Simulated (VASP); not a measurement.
Here is a VASP 6.6.1 calculation.

INCAR

```
  ALGO = Normal
  EDIFF = 1E-6
  ENCUT = 520
  GGA = PE
  ISIF = 2
  ISMEAR = 0
  LASPH = True
  LCHARG = False
  LREAL = False
  LWAVE = False
  NBANDS = 16
  NELM = 80
  PREC = Accurate
  SIGMA = 0.1
```

KPOINTS

```
k-points
0
Gamma
  6 6 4
```

The input POSCAR:

```
NaP2
1.0
    4.7663469200     -1.6571457619      0.0203596598
    4.7663469200      1.6571457619      0.0203596598
   -0.4678632331      0.0000000000      3.9863666894
Na P
1 2
Direct
    0.0000000000      0.0000000000      0.5000000000
    0.7088555770      0.7088555770      0.1358865379
    0.2911444230      0.2911444230      0.8641134621
```

Potentials or basis: VASP PAW PBE potentials, release 64 (Na_pv, P).

The run is started by

```console
$ cat potpaw_PBE.64/Na_pv/POTCAR potpaw_PBE.64/P/POTCAR > POTCAR
$ mpirun -np 1 vasp_std > vasp.out
```

Question: What does it give for the band gap on the k mesh?

Answer: Zero (an odd number of electrons rules out a gap without spin polarisation).

Question: Estimate the pressure.

Answer: -0.4 GPa.

Question: Predict the largest force.

Answer: 0.043 eV/Å.

Forces in eV/Å, atoms in the order of the input:
```
Na   0.000  0.000  0.000
P    0.009  0.000 -0.042
P   -0.009  0.000  0.042
```

Caveat: the k points lie up to 0.39 Å⁻¹ apart, too coarse for converged energies and pressures of a metal; an odd number of electrons without spin polarisation forces a metal; a magnetic or distorted state may lie lower.
